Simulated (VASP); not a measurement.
A run of VASP 6.6.1 is set up as follows.

Contents of INCAR:

```
PREC = Accurate
ENCUT = 500
EDIFF = 1E-8
ISMEAR = 0
SIGMA = 0.01
LREAL = False
LASPH = True
NELM = 120
ALGO = Normal
ISIF = 2
LWAVE = False
LCHARG = False
GGA = PS
IBRION = 8
NSW = 1
GGA_COMPAT = False
```

Contents of KPOINTS:

```
regular mesh
0
Gamma
  10 10 10
```

POSCAR

```
GaP
1.0
    0.0000000000      2.7250000000      2.7250000000
    2.7250000000      0.0000000000      2.7250000000
    2.7250000000      2.7250000000      0.0000000000
Ga P
1 1
Direct
    0.0000000000      0.0000000000      0.0000000000
    0.2500000000      0.2500000000      0.2500000000
```

Potentials or basis: VASP PAW PBE potentials, release 64 (Ga_d, P).

The run is started by

```console
$ cat potpaw_PBE.64/Ga_d/POTCAR potpaw_PBE.64/P/POTCAR > POTCAR
$ mpirun -np 1 vasp_std > vasp.out
```

Task: Predict the highest phonon frequency at Γ, LO-TO splitting left out.

Result: 353 cm⁻¹.

Phonon frequencies in cm⁻¹ (negative: imaginary):
```
              q point        frequencies
(0.000, 0.000, 0.000)  0 0 0 353 353 353
```
